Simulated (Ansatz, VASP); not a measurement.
H4C: VASP beside Ansatz

```xyz
30
Lattice="7.8912 0.0000 0.0000 0.0000 7.8912 0.0000 0.0000 0.0000 7.8912" Properties=species:S:1:pos:R:3 pbc="T T T"
C     1.8843    2.7213    4.2888
C     1.3515    6.1437    7.5441
C     6.2887    7.7228    7.2904
C     0.6213    2.7443    0.3498
C     6.2780    5.2800    5.2742
C     6.8976    7.4840    2.9506
H     2.5653    3.2167    4.9803
H     1.4802    1.8242    4.7571
H     2.4233    2.4466    3.3825
H     1.0685    3.3977    4.0354
H     0.3594    6.2720    7.9761
H     1.7413    5.1628    7.8147
H     2.0170    6.9171    7.9265
H     1.2883    6.2228    6.4592
H     6.8836    8.3308    7.9714
H     5.4499    7.2861    7.8318
H     6.9086    6.9272    6.8780
H     5.9126    8.3471    6.4803
H     0.2895    1.9160   -0.2758
H     1.1141    3.4929   -0.2700
H     1.3210    2.3756    1.0994
H    -0.2393    3.1925    0.8455
H     5.8863    6.2851    5.4277
H     5.6923    4.7753    4.5063
H     6.2147    4.7192    6.2063
H     7.3185    5.3402    4.9564
H     6.2522    7.1027    2.1597
H     7.0101    6.7255    3.7248
H     6.4526    8.3802    3.3820
H     7.8753    7.7275    2.5358
```

Alike in both runs: functional PBE; dispersion D3(BJ); k mesh 1 × 1 × 1; occupations fermi-dirac, width 0.02 eV; no spin polarisation.

Ansatz relaxed the structure, and its values are those at the end. VASP's run is a single point on that final structure, the one shown.

|  | VASP | Ansatz |
| --- | --- | --- |
| version | VASP 6.6.1 | Ansatz 0.2.0 |
| potentials or method | VASP PAW PBE potentials, release 64 (C, H), cutoff 520 eV | scalar-relativistic, plane waves, PAW |
| valence electrons in the cell | 48 | 48 |

VASP gave:

- rms of the force components (eV/Å): 0.118

**Question.** Estimate Ansatz's values.

**Answer.** rms of the force components (eV/Å): 0.112.
